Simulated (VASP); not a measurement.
# ScAlN2 (Cmmm) in VASP: single point with PBE

Aim: the single point of ScAlN2 with PBE.

All numbers are computed with VASP 6.6.1; they aren't measurements. Logs are shortened: lines on timing, memory, paths and dates and some standing lists are left out, and cuts for length are marked.

### Step 1. The cell of the first run

It takes space group Cmmm (No. 65, orthorhombic). Conventional cell: a = 5.491 Å, b = 6.051 Å, c = 4.278 Å, α = 90.00°, β = 90.00°, γ = 90.00°. Within 2.9 Å of Sc (site symmetry mmm) lie 4 N at 2.23 Å and 2 Al at 2.75 Å. Within 3.6 Å of Al (site symmetry mmm) lie 4 Sc at 2.75 to 3.03 Å and 4 N at 3.02 Å. Within 1.7 Å of N (site symmetry 2mm) lie 1 N at 1.23 Å.

The cell was generated, and may not be a known phase.

### Step 2. Single point, PBE

INCAR

```
ALGO = Normal ; EDIFF = 1E-6
ENCUT = 1330 ; GGA = PE
GGA_COMPAT = F ; ISIF = 2
ISMEAR = 0 ; LASPH = T
LCHARG = F ; LREAL = F
LWAVE = F ; NBANDS = 20
NELM = 120 ; PREC = Accurate
SIGMA = 0.1
```

KPOINTS

```
k-points
0
Gamma
  4 4 4
```

POSCAR

```
ScAlN2
1.0
    2.7453552131     -3.0256839627      0.0000000000
    2.7453552131      3.0256839627      0.0000000000
    0.0000000000      0.0000000000      4.2775995950
Sc Al N
1 1 2
Direct
    0.5000000000      0.5000000000      0.5000000000
    0.0000000000      0.0000000000      0.5000000000
    0.3877740581      0.3877740581      0.0000000000
    0.6122259419      0.6122259419      0.0000000000
```

Potentials or basis: VASP PAW PBE potentials, release 64 (Sc_sv, Al, N_h).

On the command line:

```
cat potpaw_PBE.64/Sc_sv/POTCAR potpaw_PBE.64/Al/POTCAR potpaw_PBE.64/N_h/POTCAR > POTCAR
mpirun -np 1 vasp_std > vasp.out
```

OUTCAR:

```text
EDIFF = 1E-6
   ENCUT = 1330
   GGA = PE
   ISIF = 2
   ISMEAR = 0
   LASPH = T
   LREAL = F
   NELM = 120
   PREC = Accurate

 ion  position               nearest neighbor table
   1  0.500  0.500  0.500-   3 2.23   4 2.23   3 2.23   4 2.23   2 2.75   2 2.75   2 3.03   2 3.03

   2  0.000  0.000  0.500-   1 2.75   1 2.75   1 3.03   1 3.03
   3  0.388  0.388  0.000-   4 1.23   1 2.23   1 2.23
   4  0.612  0.612  0.000-   3 1.23   1 2.23   1 2.23

  LATTYP: Found a base centered orthorhombic cell.
 ALAT       =     5.4907104262
 B/A-ratio  =     1.1021101926
 C/A-ratio  =     0.7790612258

  Lattice vectors:

 A1 = (   2.7453552131,  -3.0256839627,   0.0000000000)
 A2 = (   2.7453552131,   3.0256839627,   0.0000000000)
 A3 = (   0.0000000000,   0.0000000000,   4.2775995950)

Analysis of symmetry for initial positions (statically):
=====================================================================
 Subroutine PRICEL returns:
 Original cell was already a primitive cell.

 Routine SETGRP: Setting up the symmetry group for a
 base centered orthorhombic supercell.

 Subroutine GETGRP returns: Found  8 space group operations
 (whereof  8 operations were pure point group operations)
 out of a pool of  8 trial point group operations.

The static configuration has the point symmetry D_2h.

Analysis of symmetry for dynamics (positions and initial velocities):
=====================================================================
 Subroutine PRICEL returns:
 Original cell was already a primitive cell.

 Routine SETGRP: Setting up the symmetry group for a
 base centered orthorhombic supercell.

 Subroutine GETGRP returns: Found  8 space group operations
 (whereof  8 operations were pure point group operations)
 out of a pool of  8 trial point group operations.

The dynamic configuration has the point symmetry D_2h.

 Subroutine INISYM returns: Found  8 space group operations
 (whereof  8 operations are pure point group operations),
 and found     1 'primitive' translations

----------------------------------------------------------------------------------------

                                     Primitive cell

  volume of cell :      71.0644

  direct lattice vectors                    reciprocal lattice vectors
     2.745355213 -3.025683963  0.000000000     0.182125795 -0.165251892  0.000000000
     2.745355213  3.025683963  0.000000000     0.182125795  0.165251892  0.000000000
     0.000000000  0.000000000  4.277599595     0.000000000  0.000000000  0.233775971

  length of vectors
     4.085552434  4.085552434  4.277599595     0.245922738  0.245922738  0.233775971

  position of ions in fractional coordinates (direct lattice)
     0.500000000  0.500000000  0.500000000
     0.000000000  0.000000000  0.500000000
     0.387774058  0.387774058  0.000000000
     0.612225942  0.612225942  0.000000000

  ion indices of the primitive-cell ions
   primitive index   ion index
                 1           1
                 2           2
                 3           3
                 4           4

----------------------------------------------------------------------------------------

 KPOINTS: k-points

Automatic generation of k-mesh.
 Grid dimensions read from file:
 generate k-points for:    4    4    4

 Generating k-lattice:

  Cartesian coordinates                     Fractional coordinates (reciprocal lattice)
     0.045531449 -0.041312973  0.000000000     0.250000000  0.000000000  0.000000000
     0.045531449  0.041312973  0.000000000     0.000000000  0.250000000  0.000000000
     0.000000000  0.000000000  0.058443993     0.000000000  0.000000000  0.250000000

  Length of vectors
     0.061480684  0.061480684  0.058443993

  Shift w.r.t. Gamma in fractional coordinates (k-lattice)
     0.000000000  0.000000000  0.000000000

 Subroutine IBZKPT returns following result:
 ===========================================

 Found     21 irreducible k-points:

 Following reciprocal coordinates:
            Coordinates               Weight
  0.000000  0.000000  0.000000      1.000000
  0.250000  0.000000  0.000000      4.000000
  0.500000  0.000000  0.000000      2.000000
  0.250000  0.250000  0.000000      2.000000
  0.500000  0.250000  0.000000      4.000000
 -0.250000  0.250000  0.000000      2.000000
[... 13 lines left out ...]
 -0.250000  0.250000  0.500000      2.000000
  0.500000  0.500000  0.500000      1.000000
   k-points           NKPTS =     21   k-points in BZ     NKDIM =     21   number of bands    NBANDS=     20
   number of dos      NEDOS =    301   number of ions     NIONS =      4
   total plane-waves  NPLWV = 135000
   dimension x,y,z NGX =    50 NGY =   50 NGZ =   54
   dimension x,y,z NGXF=   100 NGYF=  100 NGZF=  108
   ions per type =               1   1   2
   NGX,Y,Z   is equivalent  to a cutoff of  20.35, 20.35, 20.99 a.u.
   NGXF,Y,Z  is equivalent  to a cutoff of  40.69, 40.69, 41.97 a.u.
 SYSTEM =  unknown system
   PREC   = accura    normal or accurate (medium, high low for compatibility)
   ISTART =      0    job   : 0-new  1-cont  2-samecut
   ICHARG =      2    charge: 1-file 2-atom 10-const
   ISPIN  =      1    spin polarized calculation?
   LNONCOLLINEAR =      F non collinear calculations
   LSORBIT =      F    spin-orbit coupling
   LASPH  =      T    aspherical Exc in radial PAW
   ENCUT  = 1330.0 eV  97.75 Ry    9.89 a.u.  12.15 12.15 12.72*2*pi/ulx,y,z
   NELM   =    120;   NELMIN=  2; NELMDL= -5     # of ELM steps
   EDIFF  = 0.1E-05   stopping-criterion for ELM
   LREAL  =      F    real-space projection
   EDIFFG = 0.1E-04   stopping-criterion for IOM
   NSW    =      0    number of steps for IOM
   IBRION =     -1    ionic relax: 0-MD 1-quasi-New 2-CG
   NFREE  =      0    steps in history (QN), initial steepest desc. (CG)
   ISIF   =      2    stress and relaxation
   ISYM   =      2    0-nonsym 1-usesym 2-fastsym
   POTIM  = 0.5000    time-step for ionic-motion
   TEBEG  =    0.0;   TEEND  =   0.0 temperature during run
   PSTRESS=    0.0 pullay stress
   NELECT =      24.0000    total number of electrons
   NUPDOWN=      -1.0000    fix difference up-down
   EMIN   =  10.00;   EMAX   =-10.00  energy-range for DOS
   EFERMI =   0.00;   METHOD = LEGACY
   ISMEAR =     0;   SIGMA  =   0.10  broadening in eV -4-tet -1-fermi 0-gaus
   EFERMI_NEDOS =   21; number of points for ismear=-14 and -15
   IALGO  =     38    algorithm
   IMIX   =      4    mixing-type and parameters
     AMIX     =   0.40;   BMIX     =  1.00
     AMIX_MAG =   1.60;   BMIX_MAG =  1.00
  volume/ion in A,a.u.               =      17.77       119.89
  Fermi-wavevector in a.u.,A,eV,Ry     =   1.140060  2.154402 17.684003  1.299738
  Thomas-Fermi vector in A             =   2.276763
   LORBIT       =      0    0 simple, 1 ext, 2 COOP (PROOUT), +10 PAW based schemes
   GGA     = PE    functional components
   LHFCALC =     F    Hartree Fock is set to
   AEXX    =    0.0000 exact exchange contribution
   IVDW    =     0    specifies the selected vdW correction
   LEPSILON=     F    determine dielectric tensor
   LRPA    =     F    only Hartree local field effects (RPA)
 non-spin polarized calculation
 Gauss-broadening in eV      SIGMA  =   0.10
  energy-cutoff  :     1330.00
  volume of cell :       71.06
 maximum number of plane-waves:      7852
 NGX is ok and might be reduce to    50
   NGX = 25   NGY = 25   NGZ = 25

 number of electron      24.0000000 magnetization

 Free energy of the ion-electron system (eV)
  ---------------------------------------------------
  ext. energy  EPLUGINS =         0.00000000
  ---------------------------------------------------
  free energy    TOTEN  =       -26.07688811 eV

  energy without entropy =      -26.07478059  energy(sigma->0) =      -26.07583435

 E-fermi :   3.7559     XC(G=0):  -9.1875

 val. band max:        3.5664876411   @ k =   0.0000   0.0000   0.5000
 cond. band min:       3.7599170616   @ k =   0.2500   0.2500   0.0000
 fundamental gap:      0.1934294205
 Fermi energy:         3.7558758797

 k-point     1 :       0.0000    0.0000    0.0000
  band No.  band energies     occupation
      1     -45.5427      2.00000
      2     -24.3450      2.00000
      3     -24.2857      2.00000
      4     -24.1102      2.00000
      5     -18.4095      2.00000
      6      -6.0962      2.00000
[... 12 lines left out ...]
     19       7.4078      0.00000
     20       9.5492      0.00000

 k-point     2 :       0.2500    0.0000    0.0000
  band No.  band energies     occupation
      1     -45.5422      2.00000
      2     -24.3440      2.00000
      3     -24.2918      2.00000
      4     -24.1156      2.00000
      5     -18.3963      2.00000
      6      -6.3141      2.00000
[... 12 lines left out ...]
     19       8.4830      0.00000
     20       9.9936      0.00000

 k-point     3 :       0.5000    0.0000    0.0000
  band No.  band energies     occupation
      1     -45.5416      2.00000
      2     -24.3430      2.00000
      3     -24.2984      2.00000
      4     -24.1206      2.00000
      5     -18.3831      2.00000
      6      -6.4965      2.00000
[... 12 lines left out ...]
     19       9.2553      0.00000
     20       9.9423      0.00000

 k-point     4 :       0.2500    0.2500    0.0000
  band No.  band energies     occupation
      1     -45.5416      2.00000
      2     -24.3430      2.00000
      3     -24.2971      2.00000
      4     -24.1216      2.00000
      5     -18.3833      2.00000
      6      -6.4875      2.00000
[... 12 lines left out ...]
     19       8.4545      0.00000
     20       9.9820      0.00000

 k-point     5 :       0.5000    0.2500    0.0000
  band No.  band energies     occupation
      1     -45.5411      2.00000
      2     -24.3420      2.00000
      3     -24.3032      2.00000
      4     -24.1252      2.00000
      5     -18.3715      2.00000
      6      -6.4991      2.00000
[... 12 lines left out ...]
     19       8.2772      0.00000
     20       9.7603      0.00000

 k-point     6 :      -0.2500    0.2500    0.0000
  band No.  band energies     occupation
      1     -45.5417      2.00000
      2     -24.3430      2.00000
      3     -24.2975      2.00000
      4     -24.1197      2.00000
      5     -18.3846      2.00000
      6      -6.3130      2.00000
[... 12 lines left out ...]
     19       7.9263      0.00000
     20       9.9403      0.00000

 k-point     7 :       0.5000    0.5000    0.0000
  band No.  band energies     occupation
      1     -45.5406      2.00000
      2     -24.3411      2.00000
      3     -24.3084      2.00000
      4     -24.1292      2.00000
      5     -18.3599      2.00000
      6      -6.5115      2.00000
[... 12 lines left out ...]
     19       7.4919      0.00000
     20       9.1222      0.00000
[... 208 lines left out ...]
 k-point    17 :       0.5000    0.0000    0.5000
  band No.  band energies     occupation
      1     -45.5396      2.00000
      2     -24.5636      2.00000
      3     -24.2953      2.00000
      4     -24.1169      2.00000
      5     -17.7878      2.00000
      6      -6.6265      2.00000
[... 12 lines left out ...]
     19       9.6633      0.00000
     20       9.8183      0.00000

 k-point    18 :       0.2500    0.2500    0.5000
  band No.  band energies     occupation
      1     -45.5396      2.00000
      2     -24.5636      2.00000
      3     -24.2940      2.00000
      4     -24.1178      2.00000
      5     -17.7880      2.00000
      6      -6.6133      2.00000
[... 12 lines left out ...]
     19       7.1512      0.00000
     20      10.6370      0.00000

 k-point    19 :       0.5000    0.2500    0.5000
  band No.  band energies     occupation
      1     -45.5391      2.00000
      2     -24.5618      2.00000
      3     -24.3000      2.00000
      4     -24.1213      2.00000
      5     -17.7779      2.00000
      6      -6.6575      2.00000
[... 12 lines left out ...]
     19       7.9810      0.00000
     20       9.3050      0.00000

 k-point    20 :      -0.2500    0.2500    0.5000
  band No.  band energies     occupation
      1     -45.5396      2.00000
      2     -24.5636      2.00000
      3     -24.2943      2.00000
      4     -24.1160      2.00000
      5     -17.7889      2.00000
      6      -6.5096      2.00000
[... 12 lines left out ...]
     19       7.9061      0.00000
     20       9.3284      0.00000

 k-point    21 :       0.5000    0.5000    0.5000
  band No.  band energies     occupation
      1     -45.5386      2.00000
      2     -24.5601      2.00000
      3     -24.3052      2.00000
      4     -24.1253      2.00000
      5     -17.7679      2.00000
      6      -6.6967      2.00000
[... 12 lines left out ...]
     19       6.8553      0.00000
     20       7.9378      0.00000

------------------------ aborting loop because EDIFF is reached ----------------------------------------

  FORCE on cell =-STRESS in cart. coord.  units (eV):
  Direction    XX          YY          ZZ          XY          YZ          ZX
  --------------------------------------------------------------------------------------
  -------------------------------------------------------------------------------------
  Total        0.0296022      0.0075234      0.2502294      0.0000000      0.0000000      0.0000000
  in kB        0.6673951      0.1696187      5.6415264      0.0000000      0.0000000      0.0000000
  external PRESSURE =       2.1595134 kB  Pullay stress =       0.0000000 kB

 VOLUME and BASIS-vectors are now :
 -----------------------------------------------------------------------------
  energy-cutoff  :     1330.00
  volume of cell :       71.06
      direct lattice vectors                 reciprocal lattice vectors
     2.745355213 -3.025683963  0.000000000     0.182125795 -0.165251892  0.000000000
     2.745355213  3.025683963  0.000000000     0.182125795  0.165251892  0.000000000
     0.000000000  0.000000000  4.277599595     0.000000000  0.000000000  0.233775971

 POSITION                                       TOTAL-FORCE (eV/Angst)
 -----------------------------------------------------------------------------------
      2.74536      0.00000      2.13880         0.000000      0.000000      0.000000
      0.00000      0.00000      2.13880         0.000000      0.000000      0.000000
      2.12916      0.00000      0.00000        -0.008790      0.000000     -0.000000
      3.36156      0.00000      0.00000         0.008790      0.000000      0.000000
 -----------------------------------------------------------------------------------
    total drift:                                0.000000      0.000000      0.000000

  FREE ENERGIE OF THE ION-ELECTRON SYSTEM (eV)
  ---------------------------------------------------
  free  energy   TOTEN  =       -26.0768881084 eV

  energy  without entropy=      -26.0747805921  energy(sigma->0) =      -26.07583435
```

It took 1.8 min on 1 thread of Intel Xeon Platinum 8488C (Sapphire Rapids), shared host; peak memory 0.42 GiB.

Results:

```
Free energy            : -26.0769 eV
Pressure               : 0.2 GPa
Largest force          : 0.009 eV/Å
Band gap on the k mesh : zero (bands 12 and 13 overlap by 0.73 eV)
```

Forces in eV/Å, atoms in the order of the input:
```
Sc   0.000  0.000  0.000
Al   0.000  0.000  0.000
N   -0.009  0.000  0.000
N    0.009  0.000  0.000
```

Stress tensor (GPa, compression positive):
```
0.07 0.00 0.00
0.00 0.02 0.00
0.00 0.00 0.56
```

Levels at points of the mesh, in eV from the Fermi level:
```csv
k point,band 8,band 9,band 10,band 11,band 12,band 13,band 14,band 15,band 16,band 17
"(0.00, 0.00, 0.00)",-6.47,-6.11,-3.66,-1.51,-0.96,1.67,2.09,2.22,2.62,2.91
"(0.50, 0.00, 0.00)",-6.35,-6.07,-3.53,-1.98,-1.80,0.31,1.28,1.62,3.07,4.30
"(0.50, 0.50, 0.00)",-6.27,-6.26,-3.10,-1.91,-0.23,0.61,1.34,1.40,2.47,3.39
"(0.00, 0.00, 0.50)",-6.36,-6.34,-4.83,-0.19,0.34,0.41,1.71,1.88,2.87,3.10
"(0.50, 0.00, 0.50)",-6.67,-5.72,-4.18,-1.79,0.19,0.88,1.14,1.34,2.69,3.23
"(0.50, 0.50, 0.50)",-7.04,-5.67,-3.64,-1.57,-0.70,1.87,1.96,2.49,2.73,2.78
```

Caveat: the k points lie up to 0.39 Å⁻¹ apart, too coarse for converged energies and pressures of a metal.

The gap in the log of VASP goes by the Fermi energy; the results here count the filled bands.